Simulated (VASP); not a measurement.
## Hf: electric field gradients with LDA

Crystal: Hf.

```xyz
1
Lattice="0.0000 2.2126 2.2126 2.2126 0.0000 2.2126 2.2126 2.2126 0.0000" Properties=species:S:1:pos:R:3 pbc="T T T"
Hf    0.0000    0.0000    0.0000
```

This cell differs from its parent crystal: volume scaled by 0.99.

```json
{"Program": "VASP 6.6.1", "Task": "electric field gradients", "Functional": "LDA", "Potentials or basis": "VASP PAW LDA potentials, release 64 (Hf_pv)", "Cutoff": "520 eV", "k mesh": "13 × 13 × 13", "Occupations": "fermi-dirac, width 0.03 eV", "Spin": "no spin polarisation", "Dipole correction": "no", "Further INCAR settings": "ALGO = Normal; EDIFF = 1e-08; NBANDS = 11"}
```

```json
{"Pressure": "-4.5 GPa", "Band gap on the k mesh": "zero (band 5 reaches 6.18 eV, above the bottom of band 6 at 4.28 eV)"}
```

Levels at points of the mesh, in eV from the Fermi level:
```csv
k point,band 2,band 3,band 4,band 5,band 6,band 7,band 8,band 9
"(0.00, 0.00, 0.00)",-29.74,-29.74,-7.25,1.34,1.34,1.34,4.21,4.21
```

Wall time 7 s on 1 thread of Intel Xeon 6975P-C (shared host), peak memory 0.14 GiB.

Caveat: without QUAD_EFG the Cq values of the log hold for a quadrupole moment of 1 mb, not for the nuclei; spin-orbit coupling is left out, which moves the levels of the heavy elements.
